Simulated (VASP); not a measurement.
Runs of VASP 6.6.1 on MoS2. The structure is trigonal, space group P-3m1 (No. 164). The conventional cell has a = 3.227 Å, b = 3.227 Å, c = 6.312 Å, α = 90.00°, β = 90.00°, γ = 120.00°. Mo (site symmetry -3m) has 6 S at 2.42 Å within 3.2 Å. Within 3.2 Å of S (site symmetry 3m) lie 3 Mo at 2.42 Å. 

| smearing | gap on the mesh (eV) | pressure (GPa) | largest force (eV/Å) |
| --- | --- | --- | --- |
| gaussian 0.1 eV | none | -3.4 | 0.02 |
| gaussian 0.25 eV | none | -3.3 | 0.02 |
| gaussian 0.05 eV | none | -3.4 | (a) |
| gaussian 0.025 eV | none | -3.4 | 0.04 |
| gaussian 0.15 eV | none | -3.3 | 0.02 |

Alike in all rows: task single point; level PBEsol; potentials or basis VASP PAW PBE potentials, release 64 (Mo_sv, S); no spin polarisation; cell as given; k mesh 11 × 11 × 5; cutoff (eV) 520.

**Question.** Estimate the missing entries.

**Answer.** (a) 0.03.

Caveats: the PAW data sets were made with another functional, which shifts forces and pressure a little; this functional lacks dispersion, which binds the layers, so the pressure and a relaxed spacing across them are unreliable.

A k mesh can miss the band edges, and the runs leave out spin-orbit coupling on Mo.

A gap of «none» marks levels without a gap at the run's occupations.
